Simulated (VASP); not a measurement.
A run of VASP 6.6.1 is set up as follows.

File INCAR:

```
SYSTEM = NiPt3
PREC = Accurate
ENCUT = 520
EDIFF = 1E-7
ISMEAR = -1
SIGMA = 0.05
LREAL = .FALSE.
LASPH = .TRUE.
NELM = 150
ALGO = Fast
ISIF = 2
LWAVE = .FALSE.
LCHARG = .FALSE.
ISPIN = 2
MAGMOM = 0 0 0 1
LORBIT = 11
LMAXMIX = 4
GGA = PS
NBANDS = 32
```

The input KPOINTS:

```
Automatic mesh
0
G
  7 7 7
  0 0 0
```

File POSCAR:

```
NiPt3
1.0
    3.9306447483      0.0000000000      0.0000000000
    0.0000000000      3.9306447483      0.0000000000
    0.0000000000      0.0000000000      3.9306447483
Pt Ni
3 1
Direct
    0.5000000000      0.5000000000      0.0000000000
    0.5000000000      0.0000000000      0.5000000000
    0.0000000000      0.5000000000      0.5000000000
    0.0000000000      0.0000000000      0.0000000000
```

Potentials or basis: VASP PAW PBE potentials, release 64 (Pt, Ni).

Run with:

```bash
$ cat potpaw_PBE.64/Pt/POTCAR potpaw_PBE.64/Ni/POTCAR > POTCAR
$ mpirun -np 1 vasp_std > vasp.out
```

(1) What does it give for the net moment?

(2) Estimate the site moments.

(3) Predict the pressure.

Answers

(1) 0.99 μB per cell.

(2) Pt +0.11; Ni +0.67 μB.

(3) -18.3 GPa.

Caveat: the cell stands under tension; the PAW data sets were made with another functional, which shifts forces and pressure a little.
